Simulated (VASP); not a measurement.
A run of VASP 6.6.1 is set up as follows.

Contents of POSCAR:

```
Li2EuIr2
1.0
    0.0000000000      3.9250472300      0.0000000000
    3.9250472300      0.0000000000      0.0000000000
    1.9625231200      1.9625231200     -4.8692161400
Eu Li Ir
1 2 2
Direct
    0.0000000000      0.0000000000      0.0000000000
    0.3739000000      0.3739000000      0.2522000000
    0.6261000000      0.6261000000      0.7478000000
    0.7500000000      0.2500000000      0.5000000000
    0.2500000000      0.7500000000      0.5000000000
```

INCAR.step1

```
SYSTEM = Li2EuIr2
  PREC = Accurate
  ENCUT = 520
  ISMEAR = -5
  SIGMA = 0.1
  LREAL = .FALSE.
  LASPH = .TRUE.
  NELM = 100
  LMAXMIX = 6
  NBANDS = 28
  GGA = PE
  ALGO = Normal
  EDIFF = 1E-4
  LWAVE = .TRUE.
  LCHARG = .FALSE.
```

File INCAR.step2:

```
SYSTEM = Li2EuIr2
  PREC = Accurate
  ENCUT = 520
  EDIFF = 1E-6
  ISMEAR = -1
  SIGMA = 0.1
  LREAL = .FALSE.
  LASPH = .TRUE.
  NELM = 100
  ALGO = Normal
  ISIF = 2
  LWAVE = .FALSE.
  LCHARG = .FALSE.
  LMAXMIX = 6
  METAGGA = R2SCAN
  LMIXTAU = .TRUE.
  LORBIT = 11
  NBANDS = 28
  ISTART = 1
```

KPOINTS

```
regular mesh
0
G
  6 6 6
  0 0 0
```

Potentials or basis: VASP PAW PBE potentials, release 64 (Eu, Li_sv, Ir).

Launch:

```bash
$ cat potpaw_PBE.64/Eu/POTCAR potpaw_PBE.64/Li_sv/POTCAR potpaw_PBE.64/Ir/POTCAR > POTCAR
$ cp INCAR.step1 INCAR
$ mpirun -np 1 vasp_std > vasp.out
$ cp INCAR.step2 INCAR
$ mpirun -np 1 vasp_std > vasp.out
```

**Question.** Estimate the largest force.

**Answer.** 0.820 eV/Å.

**Question.** What does it give for the band gap on the k mesh?

**Answer.** Zero (an odd number of electrons rules out a gap without spin polarisation).

Forces on the atoms (eV/Å):
```
Eu   0.000  0.000  0.000
Li   0.000  0.000  0.820
Li   0.000  0.000 -0.820
Ir   0.000  0.000  0.000
Ir   0.000  0.000  0.000
```

Caveat: the PAW data sets were made with another functional, which shifts forces and pressure a little; spin-orbit coupling is left out, which moves the levels of the heavy elements; semilocal functionals describe open f shells poorly, which spoils levels, moments and volumes. Spin polarisation is off, so any magnetic state and its effect on volume and gap are missing.
